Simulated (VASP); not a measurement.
Input of a VASP 6.6.1 run:

Contents of INCAR:

```
PREC     = Accurate       # precision mode
ENCUT    = 520            # plane-wave cutoff, eV
EDIFF    = 1E-6           # SCF threshold, eV
ISMEAR   = 0              # smearing method
SIGMA    = 0.02           # smearing width, eV
LREAL    = Auto         
LASPH    = T              # aspherical terms in the spheres
NELM     = 80             # most SCF steps
ALGO     = Normal         # electronic algorithm
ISIF     = 2              # what is computed and relaxed
LWAVE    = F              # write WAVECAR
LCHARG   = T              # write CHGCAR
GGA      = PS             # functional
LVHAR    = T            
NBANDS   = 202            # bands
KPAR     = 2
```

The input KPOINTS:

```
Automatic mesh
0
Gamma
  2 2 2
  0.5 0.5 0.5
```

Contents of POSCAR:

```
In2O3
1.0
   -5.5124373156     -3.1826071681      4.8456979816
    5.5124373156     -3.1826071681      4.8456979816
    0.0000000000      6.3652143361      4.8456979816
In O
16 24
Direct
    0.6425528069      0.6425528069      0.6425528069
    0.1425528069      0.1425528069      0.6425528069
    0.1425528069      0.6425528069      0.1425528069
    0.6425528069      0.1425528069      0.1425528069
    0.8574471931      0.8574471931      0.8574471931
    0.3574471931      0.3574471931      0.8574471931
    0.3574471931      0.8574471931      0.3574471931
    0.8574471931      0.3574471931      0.3574471931
    0.3574471931      0.3574471931      0.3574471931
    0.8574471931      0.8574471931      0.3574471931
    0.8574471931      0.3574471931      0.8574471931
    0.3574471931      0.8574471931      0.8574471931
    0.1425528069      0.1425528069      0.1425528069
    0.6425528069      0.6425528069      0.1425528069
    0.6425528069      0.1425528069      0.6425528069
    0.1425528069      0.6425528069      0.6425528069
    0.6020722244      0.2500000000      0.3979277756
    0.1020722244      0.7500000000      0.3979277756
    0.1020722244      0.2500000000      0.8979277756
    0.6020722244      0.7500000000      0.8979277756
    0.2500000000      0.3979277756      0.6020722244
    0.7500000000      0.8979277756      0.6020722244
    0.7500000000      0.3979277756      0.1020722244
    0.2500000000      0.8979277756      0.1020722244
    0.3979277756      0.6020722244      0.2500000000
    0.8979277756      0.1020722244      0.2500000000
    0.8979277756      0.6020722244      0.7500000000
    0.3979277756      0.1020722244      0.7500000000
    0.3979277756      0.7500000000      0.6020722244
    0.8979277756      0.2500000000      0.6020722244
    0.8979277756      0.7500000000      0.1020722244
    0.3979277756      0.2500000000      0.1020722244
    0.6020722244      0.3979277756      0.7500000000
    0.1020722244      0.8979277756      0.7500000000
    0.1020722244      0.3979277756      0.2500000000
    0.6020722244      0.8979277756      0.2500000000
    0.7500000000      0.6020722244      0.3979277756
    0.2500000000      0.1020722244      0.3979277756
    0.2500000000      0.6020722244      0.8979277756
    0.7500000000      0.1020722244      0.8979277756
```

Potentials or basis: VASP PAW PBE potentials, release 64 (In_d, O).

Command:

```bash
$ cat potpaw_PBE.64/In_d/POTCAR potpaw_PBE.64/O/POTCAR > POTCAR
$ mpirun -np 4 vasp_std > vasp.out
```

**Question.** Estimate the largest force.

**Answer.** 0.013 eV/Å.

**Question.** Estimate the band gap on the k mesh.

**Answer.** 2.53 eV.

**Question.** What does it give for the pressure?

**Answer.** 0.4 GPa.

Stress tensor (GPa, compression positive):
```
0.46 0.00 0.00
0.00 0.46 0.00
0.00 0.00 0.34
```

Caveat: the PAW data sets were made with another functional, which shifts forces and pressure a little; spin-orbit coupling is left out, which moves the levels of the heavy elements; a shifted mesh leaves out Γ, where band edges can lie. A k mesh can miss the band edges.
